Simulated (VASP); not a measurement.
A run of VASP 6.6.1 is set up as follows.

INCAR

```
SYSTEM = PtSe2
PREC     = Accurate       ! precision mode
ENCUT    = 500            ! plane-wave cutoff, eV
EDIFF    = 1E-6           ! SCF threshold, eV
ISMEAR   = 1              ! smearing method
SIGMA    = 0.1            ! smearing width, eV
LREAL    = .False.        ! projectors in reciprocal space
LASPH    = .True.         ! aspherical terms in the spheres
NELM     = 120            ! most SCF steps
ALGO     = Normal         ! electronic algorithm
ISIF     = 2              ! what is computed and relaxed
LWAVE    = .False.        ! write WAVECAR
LCHARG   = .False.        ! write CHGCAR
GGA      = PS             ! functional
NBANDS   = 18             ! bands
GGA_COMPAT= .False.
```

Contents of KPOINTS:

```
regular mesh
0
Gamma
  9 9 6
  0 0 0
```

Contents of POSCAR:

```
PtSe2
1.0
    3.7486629704      0.0000000000      0.0000000000
   -1.8743314852      3.2464377615      0.0000000000
    0.0000000000      0.0000000000      5.0955241558
Pt Se
1 2
Direct
    0.0000000000      0.0000000000      0.0000000000
    0.3333333333      0.6666666667      0.2500000000
    0.6666666667      0.3333333333      0.7500000000
```

Potentials or basis: VASP PAW PBE potentials, release 64 (Pt, Se).

The run is started by

```console
$ cat potpaw_PBE.64/Pt/POTCAR potpaw_PBE.64/Se/POTCAR > POTCAR
$ mpirun -np 1 vasp_std > vasp.out
```

Estimate the pressure.

-0.4 GPa.

What does it give for the band gap on the k mesh?

Zero (bands 11 and 12 overlap by 0.42 eV).

Stress tensor (GPa, compression positive):
```
-0.20  0.00  0.00
 0.00 -0.20  0.00
 0.00  0.00 -0.75
```

Caveat: the PAW data sets were made with another functional, which shifts forces and pressure a little; spin-orbit coupling is left out, which moves the levels of the heavy elements.
